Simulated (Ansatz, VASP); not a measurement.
## Two plane-wave programs on CoO

The input INCAR:

```
PREC = Accurate
ENCUT = 520
EDIFF = 1E-6
ISMEAR = 0
SIGMA = 0.1
LREAL = False
LASPH = True
NELM = 150
ALGO = Normal
ISIF = 2
LWAVE = False
LCHARG = False
ISPIN = 2
MAGMOM = -2.22 2.22 -0.17 0.17
LORBIT = 11
LMAXMIX = 4
GGA = PS
NBANDS = 27
```

File KPOINTS:

```
regular mesh
0
Gamma
  6 6 6
```

File POSCAR:

```
CoO
1.0
    1.6022198417      0.9250420569      5.1329417806
   -1.6022198417      0.9250420569      5.1329417806
    0.0000000000     -1.8500841138      5.1329417806
Co O
2 2
Direct
    0.9994877300      0.9994877300      0.9994877300
    0.4994905900      0.4994905900      0.4994905900
    0.3754955300      0.3754955300      0.3754955300
    0.8755255000      0.8755255000      0.8755255000
```

Input for Ansatz:

```yaml
crystal:
  lattice:
    - [1.6022198417, 0.9250420569, 5.1329417806]
    - [-1.6022198417, 0.9250420569, 5.1329417806]
    - [0.0, -1.8500841138, 5.1329417806]
  atoms:
    - { symbol: Co, position: [0.99948773, 0.99948773, 0.99948773], spin: -2.22 }
    - { symbol: Co, position: [0.49949059, 0.49949059, 0.49949059], spin: 2.22 }
    - { symbol: O, position: [0.37549553, 0.37549553, 0.37549553], spin: -0.17 }
    - { symbol: O, position: [0.8755255, 0.8755255, 0.8755255], spin: 0.17 }
basis:
  ecutwfc: 420
kpoints:
  mp_grid: { grid: [6, 6, 6] }
hamiltonian:
  xc: pbesol
scf:
  occupations: { method: gaussian, width: 0.1 }
output:
  forces: true
  stress: true
  eigenvalues: true
  populations: true
magnetization:
  spin_polarized: true
```

Alike in both runs: task single point; functional PBEsol; k mesh 6 × 6 × 6; occupations gaussian, width 0.1 eV; collinear spin.

|  | VASP | Ansatz |
| --- | --- | --- |
| version | VASP 6.6.1 | Ansatz 0.2.0 |
| potentials or method | VASP PAW PBE potentials, release 64 (Co, O), cutoff 520 eV | scalar-relativistic, plane waves, PAW |
| valence electrons in the cell | 30 | 46 |

|  | VASP | Ansatz | Ansatz less VASP |
| --- | --- | --- | --- |
| gap on the k mesh at the Fermi level (eV) | none | none | - |
| pressure (GPa) | -10.1 | -9.9 | +0.17 |
| traceless stress, the component that is largest in VASP (GPa) | -1.31 | -1.42 | -0.113 |
| rms of the force components (eV/Å) | 0.055 | 0.060 | +0.0046 |
| net moment per atom (μB) | 0.00 | 0.00 | 0.000 |
| size of the moment on the site where the two differ most (μB) | 2.16 | 2.01 | -0.153 |

VASP's potentials were made for PBE, not for PBEsol. Site moments also hang on the region over which each program counts them. Atom by atom the forces differ by 0.005 eV/Å (rms over components). A gap of «none» marks a metal or a gap that the smearing closes. The functional is the same, so the differences come from potentials, cutoffs and numerics. VASP's potentials hold 30 valence electrons a cell and Ansatz's 46, so a difference there can come from the potentials and not from the codes.

The k mesh is coarse, so the values compare programs but aren't converged.
